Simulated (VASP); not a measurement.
ZnS (m): single point with PBE

ZnS (m):

```
CELL_PARAMETERS angstrom
0.00000 2.72179 2.72179
2.72179 0.00000 2.72179
2.72179 2.72179 0.00000
ATOMIC_POSITIONS crystal
Zn 0.00000 0.00000 0.00000
S 0.25000 0.25000 0.25000
```

* Program: VASP 6.6.1
* Task: single point
* Functional: PBE
* Potentials or basis: VASP PAW PBE potentials, release 64 (Zn, S)
* Cutoff: 500 eV
* k mesh: 10 × 10 × 10
* Occupations: gaussian, width 0.02 eV
* Spin: no spin polarisation
* Dipole correction: no
* Further INCAR settings: ALGO = Normal; EDIFF = 1e-06; NBANDS = 16

```json
{
  "Pressure": "0.1 GPa",
  "Band gap on the k mesh": "2.02 eV, direct"
}
```

Levels at points of the mesh, in eV from the valence-band top:
| k point | band 6 | band 7 | band 8 | band 9 | band 10 | band 11 | band 12 | band 13 |
| --- | --- | --- | --- | --- | --- | --- | --- | --- |
| (0.00, 0.00, 0.00) | -5.78 | 0.00 | 0.00 | 0.00 | 2.02 | 6.41 | 6.41 | 6.41 |
| (0.50, 0.00, 0.00) | -5.59 | -5.15 | -0.83 | -0.83 | 3.27 | 6.94 | 6.94 | 8.79 |
| (0.50, 0.50, 0.00) | -5.57 | -4.47 | -2.14 | -2.14 | 3.46 | 4.07 | 10.83 | 11.82 |

Wall time 35 s on 1 thread of Intel Xeon 6975P-C (shared host), peak memory 0.17 GiB.

As with any semilocal functional, this PBE gap is likely too small.
